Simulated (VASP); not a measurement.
The system is Si3Te.

```xyz
8
Lattice="6.2774 0.0000 0.0000 -3.1387 5.4364 0.0000 0.0000 0.0000 5.0672" Properties=species:S:1:pos:R:3 pbc="T T T"
Si    3.1387    3.6206    1.2668
Si   -1.5662    4.5285    3.8004
Si    1.5725    0.9079    1.2668
Si    0.0000    1.8157    3.8004
Si    4.7049    0.9079    1.2668
Si    1.5662    4.5285    3.8004
Te    0.0000    3.6242    1.2668
Te    3.1387    1.8121    3.8004
```

The cell was generated, and may not be a known phase.

```yaml
Program: VASP 6.6.1
Task: relaxation of cell and atoms
Functional: PBE
Potentials_or_basis: VASP PAW PBE potentials, release 64 (Si, Te)
Cutoff: 600 eV
k_mesh: 3 × 3 × 4
Occupations: gaussian, width 0.1 eV
Spin: no spin polarisation
```

At the start: pressure -6.3 GPa; volume 21.62 Å³/atom.

Q: Where does the relaxation end?

A: Over 21 steps the energy falls by 316.4 meV/atom and the volume is 19.32 Å³/atom (-10.6 %); space group P6_3/mmc (No. 194, to 0.1 Å) before and after.

The path:
| step | energy change (eV) | largest force (eV/Å) | pressure (GPa) | volume (Å³) |
| --- | --- | --- | --- | --- |
| 1 | 0.0000 | 0.2436 | -6.28 | 172.92 |
| 2 | -0.8830 | 0.6094 | -1.30 | 152.33 |
| 3 | -0.9044 | 0.7259 | 1.01 | 147.62 |
| 4 | -0.9115 | 0.6769 | 0.26 | 149.10 |
| 5 | -1.0592 | 0.7740 | 0.40 | 147.80 |
| 6 | -1.5491 | 0.7227 | 2.49 | 143.91 |
| 7 | -1.5856 | 1.1708 | 12.08 | 136.30 |
| 8 | -1.7859 | 0.6107 | 4.88 | 141.49 |
| 9 | -1.8864 | 0.0156 | 7.74 | 138.88 |
| 10 | -1.9101 | 0.0512 | 7.79 | 138.98 |
| 11 | -1.9603 | 0.3023 | 8.10 | 139.27 |
| 12 | -1.9301 | 0.9760 | 9.29 | 139.84 |
| 13 | -1.9710 | 0.5033 | 8.42 | 139.46 |
| 14 | -2.0373 | 0.4660 | 7.82 | 140.28 |
| 15 | -2.2091 | 0.3594 | 6.14 | 142.74 |
| 16 | -2.4371 | 0.1668 | 3.21 | 147.71 |
| 17 | -2.4976 | 0.1213 | -1.14 | 157.88 |
| 18 | -2.5292 | 0.0279 | 0.20 | 154.25 |
| 19 | -2.5294 | 0.0200 | 0.32 | 153.95 |
| 20 | -2.5300 | 0.0207 | 0.24 | 154.11 |
| 21 | -2.5309 | 0.0229 | 0.01 | 154.59 |

Final structure:
```xyz
8
Lattice="6.4321 0.0000 0.0000 -3.2160 5.5703 0.0000 0.0000 0.0000 4.3147" Properties=species:S:1:pos:R:3 pbc="T T T"
Si    3.2160    4.0711    1.0787
Si   -1.9176    4.8207    3.2360
Si    1.2984    0.7496    1.0787
Si    0.0000    1.4993    3.2360
Si    5.1337    0.7496    1.0787
Si    1.9176    4.8207    3.2360
Te    0.0000    3.7136    1.0787
Te    3.2160    1.8568    3.2360
```

Caveat: the k points lie up to 0.38 Å⁻¹ apart in the final cell, too coarse for converged energies and pressures of a metal.
